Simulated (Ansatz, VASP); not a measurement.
## CuS3 in VASP and in Ansatz

The input INCAR:

```
SYSTEM = CuS3
ALGO = Normal ; EDIFF = 1E-6
EDIFFG = -0.01 ; ENCUT = 600
GGA = PE ; IBRION = 2
ISIF = 3 ; ISMEAR = 0
LASPH = .TRUE. ; LCHARG = .FALSE.
LREAL = .FALSE. ; LWAVE = .FALSE.
NELM = 100 ; NSW = 100
PREC = Accurate ; SIGMA = 0.1
```

Contents of KPOINTS:

```
k-points
0
G
  12 12 12
  0 0 0
```

The input POSCAR:

```
CuS3
1.0
    3.9807911803      0.0000000000      0.0000000000
    0.0000000000      3.9807911803      0.0000000000
    0.0000000000      0.0000000000      3.9807911803
Cu S
1 3
Direct
    0.0000000000      0.0000000000      0.0000000000
    0.0000000000      0.5000000000      0.5000000000
    0.5000000000      0.0000000000      0.5000000000
    0.5000000000      0.5000000000      0.0000000000
```

Input for Ansatz:

```yaml
crystal:
  lattice:
    - [3.9807911803, 0.0, 0.0]
    - [0.0, 3.9807911803, 0.0]
    - [0.0, 0.0, 3.9807911803]
  atoms:
    - { symbol: Cu, position: [0.0, 0.0, 0.0] }
    - { symbol: S, position: [0.0, 0.5, 0.5] }
    - { symbol: S, position: [0.5, 0.0, 0.5] }
    - { symbol: S, position: [0.5, 0.5, 0.0] }
basis:
  ecutwfc: 420
kpoints:
  mp_grid: { grid: [12, 12, 12] }
hamiltonian:
  xc: pbe
scf:
  occupations: { method: gaussian, width: 0.1 }
output:
  forces: true
  stress: true
  eigenvalues: true
  write_density: true
  write_potential: true
  elf: true
  volumetric_format: npy
relax:
  adjacent_minimum: "off"
  f_tol: 0.01
  max_steps: 80
  cell: { stress_tol: 0.05 }
```

Alike in both runs: task relaxation of cell and atoms; functional PBE; k mesh 12 × 12 × 12; occupations gaussian, width 0.1 eV; no spin polarisation.

|  | VASP | Ansatz |
| --- | --- | --- |
| version | VASP 6.6.1 | Ansatz 0.2.0 |
| potentials or method | VASP PAW PBE potentials, release 64 (Cu, S), cutoff 600 eV | scalar-relativistic, plane waves, PAW |
| valence electrons in the cell | 29 | 37 |

```csv
,VASP,Ansatz,Ansatz less VASP
"gap on the k mesh at the Fermi level, each at its own relaxed structure (eV)",none,none,-
relaxed volume (Å³/atom),15.77,15.80,+0.031
relaxed cell length with the largest relative difference (Å),3.981,3.983,+0.0026
```

A gap of «none» marks a metal or a gap that the smearing closes. VASP's potentials hold 29 valence electrons a cell and Ansatz's 37, so a difference there can come from the potentials and not from the codes.

Noted on VASP's run: the relaxation stopped at its first step, so nothing moved.
